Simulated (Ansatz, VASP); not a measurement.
## Be in VASP and in Ansatz

```
Be
1.0
     2.17047    0.00000    0.00000
    -0.72349    2.04634    0.00000
    -0.72349   -1.02317    1.77218
Be
1
Direct
  0.00000 0.00000 0.00000
```

Alike in both runs: task relaxation of cell and atoms; functional LDA; k mesh 15 × 15 × 15; occupations fermi-dirac, width 0.1 eV; no spin polarisation.

|  | VASP | Ansatz |
| --- | --- | --- |
| version | VASP 6.6.1 | Ansatz 0.2.0 |
| potentials or method | VASP PAW LDA potentials, release 64 (Be), cutoff 600 eV | plane waves, PAW |
| valence electrons in the cell | 2 | 2 |

|  | VASP | Ansatz | Ansatz less VASP |
| --- | --- | --- | --- |
| relaxed volume (Å³/atom) | 7.49 | 7.46 | -0.026 |
| relaxed cell length with the largest relative difference (Å) | 2.135 | 2.132 | -0.0025 |

LDA's correlation is that of Perdew and Zunger in VASP and of Perdew and Wang (1992) in Ansatz.
